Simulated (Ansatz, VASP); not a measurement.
**BaTe in VASP and in Ansatz**

INCAR

```
SYSTEM = BaTe
ALGO     = Normal         ! electronic algorithm
EDIFF    = 1E-6           ! SCF threshold, eV
ENCUT    = 500            ! plane-wave cutoff, eV
GGA_COMPAT= .False.      
ISIF     = 2              ! what is computed and relaxed
ISMEAR   = 0              ! smearing method
LASPH    = .True.         ! aspherical terms in the spheres
LCHARG   = .False.        ! write CHGCAR
LREAL    = .False.        ! projectors in reciprocal space
LWAVE    = .False.        ! write WAVECAR
NBANDS   = 15             ! bands
NELM     = 120            ! most SCF steps
PREC     = Accurate       ! precision mode
SIGMA    = 0.05           ! smearing width, eV
```

The input KPOINTS:

```
k-points
0
Gamma
  4 4 4
  0 0 0
```

Contents of POSCAR:

```
BaTe
1.0
    0.0000000000      3.5303156568      3.5303156568
    3.5303156568      0.0000000000      3.5303156568
    3.5303156568      3.5303156568      0.0000000000
Ba Te
1 1
Direct
    0.0000000000      0.0000000000      0.0000000000
    0.5000000000      0.5000000000      0.5000000000
```

Input for Ansatz:

```yaml
crystal:
  lattice:
    - [0.0, 3.5303156568, 3.5303156568]
    - [3.5303156568, 0.0, 3.5303156568]
    - [3.5303156568, 3.5303156568, 0.0]
  atoms:
    - { symbol: Ba, position: [0.0, 0.0, 0.0] }
    - { symbol: Te, position: [0.5, 0.5, 0.5] }
basis:
  ecutwfc: 420
kpoints:
  mp_grid: { grid: [4, 4, 4] }
hamiltonian:
  xc: lda
scf:
  occupations: { method: gaussian, width: 0.05 }
output:
  forces: true
  stress: true
  eigenvalues: true
```

Alike in both runs: task single point; functional LDA; k mesh 4 × 4 × 4; occupations gaussian, width 0.05 eV; no spin polarisation.

```csv
,VASP,Ansatz
version,VASP 6.6.1,Ansatz 0.2.0
potentials or method,"VASP PAW LDA potentials, release 64 (Ba_sv, Te), cutoff 500 eV","scalar-relativistic, plane waves, PAW"
valence electrons in the cell,16,26
```

|  | VASP | Ansatz | Ansatz less VASP |
| --- | --- | --- | --- |
| gap on the k mesh at the Fermi level (eV) | 1.44 | 1.52 | +0.086 |
| least direct gap on the mesh (eV) | 1.82 | 1.88 | +0.058 |
| pressure (GPa) | -2.1 | -2.4 | -0.35 |

LDA's correlation is that of Perdew and Zunger in VASP and of Perdew and Wang (1992) in Ansatz. VASP's potentials hold 16 valence electrons a cell and Ansatz's 26, so a difference there can come from the potentials and not from the codes.

Spin-orbit coupling is off throughout.
